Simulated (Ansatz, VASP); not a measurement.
# One calculation of Al2Ru, two programs

```
Al Ru
1.0
     0.00000    3.83839    4.21983
     2.33075    0.00000    4.21983
     2.33075    3.83839    0.00000
Al Ru
4 2
Direct
  0.07890 0.42110 0.07890
  0.42110 0.07890 0.42110
  0.17110 0.82890 0.17110
  0.82890 0.17110 0.82890
  0.75000 0.75000 0.75000
  0.50000 0.50000 0.50000
```

Change from the starting cell: volume 12.584 Å^3 an atom, stretch along a over the lengths across it, relative to the relaxed cell 1.0306.

Alike in both runs: task single point; functional LDA; k mesh 10 × 10 × 10; occupations gaussian, width 0.03 eV; no spin polarisation.

|  | VASP | Ansatz |
| --- | --- | --- |
| version | VASP 6.6.1 | Ansatz 0.2.0 |
| potentials or method | VASP PAW LDA potentials, release 64 (Al, Ru_pv), cutoff 520 eV | scalar-relativistic, plane waves, PAW |
| valence electrons in the cell | 40 | 44 |

VASP gave:

| Item | Value |
| --- | --- |
| gap on the k mesh at the Fermi level (eV) | 0.26 |
| least direct gap on the mesh (eV) | 1.34 |
| pressure (GPa) | 14.1 |
| traceless stress, the component that is largest in VASP (GPa) | -6.53 |
| rms of the force components (eV/Å) | 0.006 |

Task: Estimate Ansatz's values.

Result: gap on the k mesh at the Fermi level (eV): 0.26; least direct gap on the mesh (eV): 1.34; pressure (GPa): 13.5; traceless stress, the component that is largest in VASP (GPa): -6.52; rms of the force components (eV/Å): 0.010.

Ansatz warns that its potentials were made for another functional, while VASP's fit it. LDA's correlation is that of Perdew and Zunger in VASP and of Perdew and Wang (1992) in Ansatz. Atom by atom the forces differ by 0.004 eV/Å (rms over components). VASP's potentials hold 40 valence electrons a cell and Ansatz's 44, so a difference there can come from the potentials and not from the codes.
